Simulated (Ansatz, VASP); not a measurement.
Two plane-wave programs on Pt

Contents of INCAR:

```
SYSTEM = Pt
PREC = Accurate
ENCUT = 520
EDIFF = 1E-6
ISMEAR = 0
SIGMA = 0.15
LREAL = .FALSE.
LASPH = .TRUE.
NELM = 80
ALGO = Fast
ISIF = 2
LWAVE = .FALSE.
LCHARG = .FALSE.
GGA = PS
NBANDS = 11
```

The input KPOINTS:

```
regular mesh
0
G
  24 24 24
  0 0 0
```

The input POSCAR:

```
Pt
1.0
   -1.6724090789      1.6724090789      1.4215477170
    1.6724090789     -1.6724090789      1.4215477170
    1.6724090789      1.6724090789     -1.4215477170
Pt
1
Direct
    0.0000000000      0.0000000000      0.0000000000
```

Input for Ansatz:

```yaml
crystal:
  lattice:
    - [-1.6724090789, 1.6724090789, 1.421547717]
    - [1.6724090789, -1.6724090789, 1.421547717]
    - [1.6724090789, 1.6724090789, -1.421547717]
  atoms:
    - { symbol: Pt, position: [0.0, 0.0, 0.0] }
basis:
  ecutwfc: 420
kpoints:
  mp_grid: { grid: [24, 24, 24] }
hamiltonian:
  xc: pbesol
scf:
  occupations: { method: gaussian, width: 0.15 }
output:
  forces: true
  stress: true
  eigenvalues: true
```

Alike in both runs: task single point; functional PBEsol; k mesh 24 × 24 × 24; occupations gaussian, width 0.15 eV; no spin polarisation.

```csv
,VASP,Ansatz
version,VASP 6.6.1,Ansatz 0.2.0
potentials or method,"VASP PAW PBE potentials, release 64 (Pt), cutoff 520 eV","scalar-relativistic, plane waves, PAW"
valence electrons in the cell,10,18
```

VASP gave:

| Quantity | Value |
| --- | --- |
| gap on the k mesh at the Fermi level (eV) | none |
| pressure (GPa) | -12.2 |
| traceless stress, the component that is largest in VASP (GPa) | -6.81 |

Problem. What did Ansatz give for the same quantities?

Solution. gap on the k mesh at the Fermi level (eV): none; pressure (GPa): -11.8; traceless stress, the component that is largest in VASP (GPa): -6.90.

VASP's potentials were made for PBE, not for PBEsol. A gap of «none» marks a metal or a gap that the smearing closes. The functional is the same, so the differences come from potentials, cutoffs and numerics. VASP's potentials hold 10 valence electrons a cell and Ansatz's 18, so a difference there can come from the potentials and not from the codes.

Spin-orbit coupling is off throughout.
